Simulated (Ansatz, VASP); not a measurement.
## CeO2 in VASP and in Ansatz

File INCAR:

```
SYSTEM = CeO2
ALGO = Normal
EDIFF = 1E-6
ENCUT = 600
GGA = PS
GGA_COMPAT = .False.
ISIF = 2
ISMEAR = 0
LASPH = .True.
LCHARG = .True.
LELF = .True.
LMAXMIX = 6
LREAL = .False.
LVHAR = .True.
LWAVE = .False.
NBANDS = 19
NELM = 200
PREC = Accurate
SIGMA = 0.03
```

Contents of KPOINTS:

```
k-points
0
Gamma
  6 6 6
  0 0 0
```

Contents of POSCAR:

```
CeO2
1.0
    0.0000000000      2.6811500000      2.6811500000
    2.6811500000      0.0000000000      2.6811500000
    2.6811500000      2.6811500000      0.0000000000
Ce O
1 2
Direct
    0.0000000000      0.0000000000      0.0000000000
    0.2500000000      0.2500000000      0.2500000000
    0.7500000000      0.7500000000      0.7500000000
```

Input for Ansatz:

```yaml
crystal:
  lattice:
    - [0.0, 2.68115, 2.68115]
    - [2.68115, 0.0, 2.68115]
    - [2.68115, 2.68115, 0.0]
  atoms:
    - { symbol: Ce, position: [0.0, 0.0, 0.0] }
    - { symbol: O, position: [0.25, 0.25, 0.25] }
    - { symbol: O, position: [0.75, 0.75, 0.75] }
hamiltonian:
  xc: pbesol
  pseudopotentials: { kind: paw }
basis:
  ecutwfc: 420
kpoints:
  mp_grid: { grid: [6, 6, 6] }
scf:
  occupations: { method: gaussian, width: 0.03 }
  lower_state_search: "off"
  max_iter: 10
output:
  forces: true
  stress: true
```

Alike in both runs: task single point; functional PBEsol; k mesh 6 × 6 × 6; occupations gaussian, width 0.03 eV; no spin polarisation.

```csv
,VASP,Ansatz
version,VASP 6.6.1,Ansatz 0.2.0
potentials or method,"VASP PAW PBE potentials, release 64 (Ce, O), cutoff 600 eV","PAW, plane waves, scalar-relativistic"
valence electrons in the cell,24,24
```

|  | VASP | Ansatz | Ansatz less VASP |
| --- | --- | --- | --- |
| pressure (GPa) | 3.9 | 4.0 | +0.06 |

VASP's potentials were made for PBE, not for PBEsol.

Spin-orbit coupling is off throughout.
